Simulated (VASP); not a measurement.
Here is a VASP 6.6.1 calculation.

Contents of INCAR:

```
SYSTEM = AlN
PREC = Accurate
ENCUT = 600
EDIFF = 1E-6
ISMEAR = -1
SIGMA = 0.001
LREAL = .FALSE.
LASPH = .TRUE.
NELM = 120
ALGO = Normal
ISIF = 2
LWAVE = .FALSE.
LCHARG = .FALSE.
GGA = PS
NBANDS = 11
GGA_COMPAT = .FALSE.
```

The input KPOINTS:

```
regular mesh
0
G
  8 8 8
  0 0 0
```

POSCAR

```
AlN
1.0
    0.0000000000      2.0188684454      2.0188684454
    2.0188684454      0.0000000000      2.0188684454
    2.0188684454      2.0188684454      0.0000000000
Al N
1 1
Direct
    0.0000000000      0.0000000000      0.0000000000
    0.5000000000      0.5000000000      0.5000000000
```

Potentials or basis: VASP PAW PBE potentials, release 64 (Al, N).

The run is started by

```console
$ cat potpaw_PBE.64/Al/POTCAR potpaw_PBE.64/N/POTCAR > POTCAR
$ mpirun -np 1 vasp_std > vasp.out
```

(1) Estimate the pressure.

(2) Predict the band gap on the k mesh.

## Answers

(1) 1.2 GPa.

(2) 4.59 eV (least direct gap 5.73 eV).

Caveat: the PAW data sets were made with another functional, which shifts forces and pressure a little.
